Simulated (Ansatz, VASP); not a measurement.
**One calculation of Ti, two programs**

INCAR

```
SYSTEM = Ti
PREC     = Accurate       ! precision mode
ENCUT    = 520            ! plane-wave cutoff, eV
EDIFF    = 1E-6           ! SCF threshold, eV
ISMEAR   = -1             ! smearing method
SIGMA    = 0.1            ! smearing width, eV
LREAL    = .FALSE.        ! projectors in reciprocal space
LASPH    = .TRUE.         ! aspherical terms in the spheres
NELM     = 100            ! most SCF steps
ALGO     = Normal         ! electronic algorithm
ISIF     = 2              ! what is computed and relaxed
LWAVE    = .FALSE.        ! write WAVECAR
LCHARG   = .FALSE.        ! write CHGCAR
GGA      = PE             ! functional
NBANDS   = 19             ! bands
```

Contents of KPOINTS:

```
Automatic mesh
0
G
  16 16 16
  0 0 0
```

File POSCAR:

```
Ti
1.0
    0.0000000000      2.8113351158      2.8113351158
    2.8113351158      0.0000000000      2.8113351158
    2.8113351158      2.8113351158      0.0000000000
Ti
2
Direct
    0.1250000000      0.1250000000      0.1250000000
    0.8750000000      0.8750000000      0.8750000000
```

Input for Ansatz:

```yaml
crystal:
  lattice:
    - [0.0, 2.8113351158, 2.8113351158]
    - [2.8113351158, 0.0, 2.8113351158]
    - [2.8113351158, 2.8113351158, 0.0]
  atoms:
    - { symbol: Ti, position: [0.125, 0.125, 0.125] }
    - { symbol: Ti, position: [0.875, 0.875, 0.875] }
hamiltonian:
  xc: pbe
  pseudopotentials:
    kind: paw
    azcp:
      Ti: "pseudopotentials/Ti.paw.azcp"
basis:
  ecutwfc: 420
  fft_grid_basis: typed
kpoints:
  mp_grid: { grid: [16, 16, 16], shift: [0, 0, 0] }
magnetization:
  spin_polarized: false
scf:
  occupations: { method: fermi_dirac, width: 0.1 }
output:
  stress: true
```

Alike in both runs: task single point; functional PBE; k mesh 16 × 16 × 16; occupations fermi-dirac, width 0.1 eV; no spin polarisation.

|  | VASP | Ansatz |
| --- | --- | --- |
| version | VASP 6.6.1 | Ansatz 0.2.0 |
| potentials or method | VASP PAW PBE potentials, release 64 (Ti_sv), cutoff 520 eV | plane waves (420 eV) with PAW, scalar-relativistic |
| valence electrons in the cell | 24 | 24 |

```csv
,VASP,Ansatz,Ansatz less VASP
pressure (GPa),1.5,1.4,-0.12
```
